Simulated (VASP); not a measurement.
Here is a VASP 6.6.1 calculation.

INCAR

```
ALGO = Normal
DIPOL = 0.5 0.5 0.303
EDIFF = 1E-6
ENCUT = 520
GGA = PE
IDIPOL = 3
ISIF = 2
ISMEAR = 0
LASPH = True
LCHARG = False
LDIPOL = True
LREAL = Auto
LWAVE = False
NBANDS = 72
NELM = 60
PREC = Accurate
SIGMA = 0.05
```

File KPOINTS:

```
k-points
0
Gamma
  6 6 1
```

The input POSCAR:

```
C25O
1.0
    5.0509324483      0.0000000000      0.0000000000
   -2.5254662241      4.3742358130      0.0000000000
    0.0000000000      0.0000000000     24.3675695640
C O
25 1
Direct
    0.1666666667      0.3333333333      0.1641526041
    0.1666666667      0.8333333333      0.1641526041
    0.6666666667      0.3333333333      0.1641526041
    0.6666666667      0.8333333333      0.1641526041
    0.0000000000      0.0000000000      0.1853081253
    0.0000000000      0.5000000000      0.1853081253
    0.5000000000      0.0000000000      0.1853081253
    0.5000000000      0.5000000000      0.1853081253
    0.0000000000      0.0000000000      0.2487746889
    0.0000000000      0.5000000000      0.2487746889
    0.5000000000      0.0000000000      0.2487746889
    0.5000000000      0.5000000000      0.2487746889
    0.3333333333      0.1666666667      0.2625971826
    0.3333333333      0.6666666667      0.2625971826
    0.8333333333      0.1666666667      0.2625971826
    0.8333333333      0.6666666667      0.2625971826
    0.3333333333      0.1666666667      0.4254554106
    0.3333333333      0.6666666667      0.4254554106
    0.8333333333      0.1666666667      0.4254554106
    0.8333333333      0.6666666667      0.4254554106
    0.1666666667      0.3333333333      0.4254658856
    0.1666666667      0.8333333333      0.4254658856
    0.6666666667      0.3333333333      0.4254658856
    0.6666666667      0.8333333333      0.4254658856
    0.6666666667      0.8333333333      0.4898957827
    0.7009846716      0.7990153284      0.5358779622
```

Potentials or basis: VASP PAW PBE potentials, release 64 (C, O).

Run with:

```sh
$ cat potpaw_PBE.64/C/POTCAR potpaw_PBE.64/O/POTCAR > POTCAR
$ mpirun -np 1 vasp_std > vasp.out
```

Question: What does it give for the band gap on the k mesh?

Answer: Zero (bands 53 and 54 overlap by 0.07 eV).

Question: Estimate the largest force.

Answer: 7.779 eV/Å.

Forces in eV/Å, atoms in the order of the input:
```
C   -0.001  0.000  3.571
C    0.000 -0.013  3.576
C    0.011  0.006  3.576
C    0.006 -0.003  3.590
C    0.005  0.004 -7.767
C   -0.006  0.003 -7.779
C   -0.004  0.002 -7.756
C   -0.001 -0.007 -7.767
C    0.008  0.005  4.130
C   -0.005  0.003  4.163
C   -0.009  0.005  4.126
C    0.000 -0.009  4.130
C   -0.003  0.002  0.046
C   -0.012 -0.007  0.073
C   -0.001  0.014  0.073
C    0.011 -0.006  0.055
C    0.004 -0.002  0.133
C   -3.056 -1.720 -1.309
C   -0.039  3.506 -1.309
C    2.222 -1.283 -1.367
C   -0.024  0.014 -0.291
C    0.304 -0.017 -0.153
C    0.167 -0.255 -0.153
C    0.387 -0.224  3.245
C   -0.226  0.130 -0.185
O    0.261 -0.151  1.348
```
